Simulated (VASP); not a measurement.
C, 4 atoms in the cell. The structure is orthorhombic, space group Pmma (No. 51). The conventional cell has a = 2.458 Å, b = 3.529 Å, c = 4.257 Å, α = 90.00°, β = 90.00°, γ = 90.00°. Within 1.8 Å of C (site symmetry mm2) lie 3 C at 1.33 to 1.54 Å. C (site symmetry mm2) has 3 C at 1.40 to 1.54 Å within 1.9 Å.  This cell differs from its parent crystal: atoms displaced along several vibrational modes.

```yaml
Program: VASP 6.6.1
Task: single point
Functional: PBEsol
Dispersion: D3(BJ)
Potentials_or_basis: VASP PAW PBE potentials, release 64 (C)
Cutoff: 600 eV
k_mesh: 18 × 12 × 10
Occupations: gaussian, width 0.15 eV
Spin: no spin polarisation
Dipole_correction: no
Further_INCAR_settings: ALGO = Normal; EDIFF = 1e-06; NBANDS = 16
```

Potentials or basis: VASP PAW PBE potentials, release 64 (C).

Run with:

```sh
$ cat potpaw_PBE.64/C/POTCAR > POTCAR
$ mpirun -np 1 vasp_std > vasp.out
```

Hardware: 1 thread of Intel Xeon 8259CL, on a shared host.

Task: How long does it take, and how much memory?

Result: Run time: 7.8 min on 1 thread of Intel Xeon 8259CL (shared host), peak memory 0.33 GiB. Counts: scf iterations 12, k points 420.
